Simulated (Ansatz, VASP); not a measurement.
**Two plane-wave programs on Ga**

```
Ga
1.0
     3.09908    0.00000    0.00000
    -1.54954    2.68389    0.00000
     0.00000    0.00000    5.02998
Ga
2
Direct
  0.33333 0.66667 0.25000
  0.66667 0.33333 0.75000
```

Alike in both runs: task relaxation of cell and atoms; functional PBEsol; k mesh 6 × 6 × 4; occupations gaussian, width 0.1 eV; no spin polarisation.

```csv
,VASP,Ansatz
version,VASP 6.6.1,Ansatz 0.2.0
potentials or method,"VASP PAW PBE potentials, release 64 (Ga_d), cutoff 500 eV","scalar-relativistic, plane waves, PAW"
valence electrons in the cell,26,26
```

|  | VASP | Ansatz | Ansatz less VASP |
| --- | --- | --- | --- |
| gap on the k mesh at the Fermi level, each at its own relaxed structure (eV) | none | none | - |
| relaxed volume (Å³/atom) | 17.77 | 17.74 | -0.036 |
| relaxed cell length with the largest relative difference (Å) | 2.906 | 2.904 | -0.0020 |

VASP's potentials were made for PBE, not for PBEsol. A gap of «none» marks a metal or a gap that the smearing closes.

The k mesh is coarse, so the values compare programs but aren't converged. Noted on VASP's run: the volume moved by over 15 % at a fixed basis, so the end points are rough.
